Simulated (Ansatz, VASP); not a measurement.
# Si: VASP beside Ansatz

```
Si
1.0
     0.00000    2.71356    2.71356
     2.71356    0.00000    2.71356
     2.71356    2.71356    0.00000
Si
2
Direct
  0.25000 0.25000 0.25000
  0.00000 0.00000 0.00000
```

Alike in both runs: task single point; functional PBE; k mesh 6 × 6 × 6; no spin polarisation.

```csv
,VASP,Ansatz
version,VASP 6.6.1,Ansatz 0.2.0
potentials or method,"VASP PAW PBE potentials, release 64 (Si), cutoff 500 eV",all-electron (LAPW or listed datasets)
occupations,"methfessel-paxton of order 1, width 0.01 eV","cold, width 0.01 eV"
```

Ansatz gave:

```
gap on the k mesh at the Fermi level (eV) : 0.70
pressure (GPa)                            : 2.3
```

**Question.** Which values does VASP return?

**Answer.** gap on the k mesh at the Fermi level (eV): 0.70; pressure (GPa): 2.2.

Ansatz ran all-electron here, and VASP with PAW potentials.
